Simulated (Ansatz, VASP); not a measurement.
**Sc in VASP and in Ansatz**

```
Sc
1.0
     3.27751    0.00000    0.00000
    -1.63876    2.83841    0.00000
     0.00000    0.00000    5.08182
Sc
2
Cartesian
  0.0000 1.8923 1.2705
  1.6388 0.9461 3.8114
```

Alike in both runs: functional PBEsol; k mesh 21 × 21 × 10; occupations gaussian, width 0.1 eV; no spin polarisation.

Ansatz relaxed the structure, and its values are those at the end. VASP's run is a single point on that final structure, the one shown.

|  | VASP | Ansatz |
| --- | --- | --- |
| version | VASP 6.6.1 | Ansatz 0.2.0 |
| potentials or method | VASP PAW PBE potentials, release 64 (Sc_sv), cutoff 500 eV | scalar-relativistic, plane waves, PAW |
| valence electrons in the cell | 22 | 22 |

|  | VASP | Ansatz | Ansatz less VASP |
| --- | --- | --- | --- |
| gap on the k mesh at the Fermi level (eV) | none | none | - |
| pressure (GPa) | 0.0 | 0.0 | 0.00 |

VASP's potentials were made for PBE, not for PBEsol. A gap of «none» marks a metal or a gap that the smearing closes. The functional is the same, so the differences come from potentials, cutoffs and numerics.
